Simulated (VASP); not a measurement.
## Mn3Cu: single point with PBE

Mn3Cu:

```
Mn Cu
1.0
     0.00000    2.91961    2.91961
     2.91961    0.00000    2.91961
     2.91961    2.91961    0.00000
Mn Cu
3 1
Direct
  0.25000 0.25000 0.25000
  0.75000 0.75000 0.75000
  0.50000 0.50000 0.50000
  0.00000 0.00000 0.00000
```

```yaml
Program: VASP 6.6.1
Task: single point
Functional: PBE
Potentials_or_basis: VASP PAW PBE potentials, release 64 (Mn_pv, Cu)
Cutoff: 520 eV
k_mesh: 12 × 12 × 12
Occupations: gaussian, width 0.1 eV
Spin: collinear spin, ferromagnetic start
Starting_moments: "[4.0, 4.0, 4.0, 0.0] μB"
```

The pressure is 0.4 GPa and the net moment is 2.88 μB per cell. The site moments are Mn +2.76, -2.78 (each value once); Cu +0.09 μB. The valence electrons inside the program's atomic spheres are Mn 11.67, 11.71 (each value once); Cu 10.10.

Levels at points of the mesh, in eV from the Fermi level:
Spin up:
```csv
k point,band 23,band 24,band 25,band 26,band 27,band 28,band 29,band 30
"(0.00, 0.00, 0.00)",-1.91,-0.78,-0.78,0.30,0.30,0.30,1.24,1.24
"(0.50, 0.00, 0.00)",-1.81,-1.43,-1.43,-0.98,0.34,0.34,1.05,1.05
"(0.50, 0.50, 0.00)",-1.77,-1.34,-0.82,-0.18,-0.18,0.12,0.16,0.75
```
Spin down:
| k point | band 19 | band 20 | band 21 | band 22 | band 23 | band 24 | band 25 | band 26 | band 27 | band 28 |
| --- | --- | --- | --- | --- | --- | --- | --- | --- | --- | --- |
| (0.00, 0.00, 0.00) | -1.90 | -1.90 | -1.90 | -1.84 | -1.84 | 0.32 | 0.32 | 1.72 | 1.72 | 1.72 |
| (0.50, 0.00, 0.00) | -2.77 | -2.77 | -2.68 | -0.06 | -0.06 | 0.36 | 0.36 | 0.81 | 0.81 | 0.96 |
| (0.50, 0.50, 0.00) | -2.18 | -1.73 | -1.23 | -0.73 | -0.48 | -0.12 | -0.12 | 0.30 | 0.30 | 0.71 |

It took 30 min on 1 thread of AMD EPYC 9R45 96-Core Processor (Zen 5), with other jobs on the host, peak memory 0.31 GiB.
